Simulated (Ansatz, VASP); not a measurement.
# Two plane-wave programs on Ti3Ag

```
Ti Ag
1.0
     4.26912    0.00000    0.00000
     0.00000    4.26912    0.00000
     0.00000    0.00000    4.02747
Ti Ag
3 1
Cartesian
  0.0000 2.1346 2.0137
  2.1346 0.0000 2.0137
  2.1346 2.1346 0.0000
  0.0000 0.0000 0.0000
```

Change from the starting cell: volume scaled by 1.06, PAW files.

Alike in both runs: task electric field gradients; functional LDA; k mesh 9 × 9 × 9; occupations fermi-dirac, width 0.08 eV; no spin polarisation.

|  | VASP | Ansatz |
| --- | --- | --- |
| version | VASP 6.6.1 | Ansatz 0.2.0 |
| potentials or method | VASP PAW LDA potentials, release 64 (Ti_sv, Ag) | PAW with Ansatz's default frozen-core files, scalar-relativistic |
| plane-wave cutoff (eV) | 520 | 420 |
| valence electrons in the cell | 47 | 55 |

Ansatz gave:

| Property | Result |
| --- | --- |
| pressure (GPa) | -14.6 |
| traceless stress, the component that is largest in VASP (GPa) | 1.36 |
| size of Vzz on the site where it differs most (V/Å²) | 14.4 |

Task: Estimate VASP's values.

Result: Pressure (GPa): -14.5; traceless stress, the component that is largest in VASP (GPa): 1.35; size of Vzz on the site where it differs most (V/Å²): 12.4.

LDA's correlation is that of Perdew and Zunger in VASP and of Perdew and Wang (1992) in Ansatz. VASP's potentials hold 47 valence electrons a cell and Ansatz's 55, so a difference there can come from the potentials and not from the codes.
